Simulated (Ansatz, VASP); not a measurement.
# One calculation of HfC, two programs

INCAR

```
ALGO = Normal
EDIFF = 1E-8
ENCUT = 520
GGA = PE
ISIF = 2
ISMEAR = -1
LASPH = T
LCHARG = F
LEFG = T
LREAL = F
LWAVE = F
NBANDS = 14
NELM = 100
PREC = Accurate
SIGMA = 0.05
```

File KPOINTS:

```
k-points
0
Gamma
  15 15 15
```

Contents of POSCAR:

```
HfC
1.0
    0.0000000000      2.3482500000      2.3250000000
    2.3482500000      0.0000000000      2.3250000000
    2.3482500000      2.3482500000      0.0000000000
Hf C
1 1
Direct
    0.5000000000      0.5000000000      0.5000000000
    0.0000000000      0.0000000000      0.0000000000
```

Input for Ansatz:

```yaml
crystal:
  lattice:
    - [0.0, 2.34825, 2.325]
    - [2.34825, 0.0, 2.325]
    - [2.34825, 2.34825, 0.0]
  atoms:
    - { symbol: Hf, position: [0.5, 0.5, 0.5] }
    - { symbol: C, position: [0.0, 0.0, 0.0] }
kpoints:
  mp_grid: { grid: [15, 15, 15] }
scf:
  occupations: { method: fermi_dirac, width: 0.05 }
hamiltonian:
  xc: pbe
  pseudopotentials: { kind: paw }
output:
  forces: true
  stress: true
  eigenvalues: true
  efg: { contact_densities: true }
  write_density: true
  write_potential: true
  elf: true
  volumetric_format: npy
```

Change from the starting cell: equal xx and yy strain of +1 %, PAW files.

Alike in both runs: task electric field gradients; functional PBE; k mesh 15 × 15 × 15; occupations fermi-dirac, width 0.05 eV; no spin polarisation.

|  | VASP | Ansatz |
| --- | --- | --- |
| version | VASP 6.6.1 | Ansatz 0.2.0 |
| potentials or method | VASP PAW PBE potentials, release 64 (Hf_pv, C) | PAW with Ansatz's default frozen-core files, scalar-relativistic |
| plane-wave cutoff (eV) | 520 | 420 |
| valence electrons in the cell | 14 | 30 |

```tsv
	VASP	Ansatz	Ansatz less VASP
pressure (GPa)	-4.9	-4.2	+0.70
traceless stress, the component that is largest in VASP (GPa)	2.41	2.38	-0.029
size of Vzz on the site where it differs most (V/Å²)	31.0	37.0	+6.01
```

VASP's potentials hold 14 valence electrons a cell and Ansatz's 30, so a difference there can come from the potentials and not from the codes.

Spin-orbit coupling is off throughout.
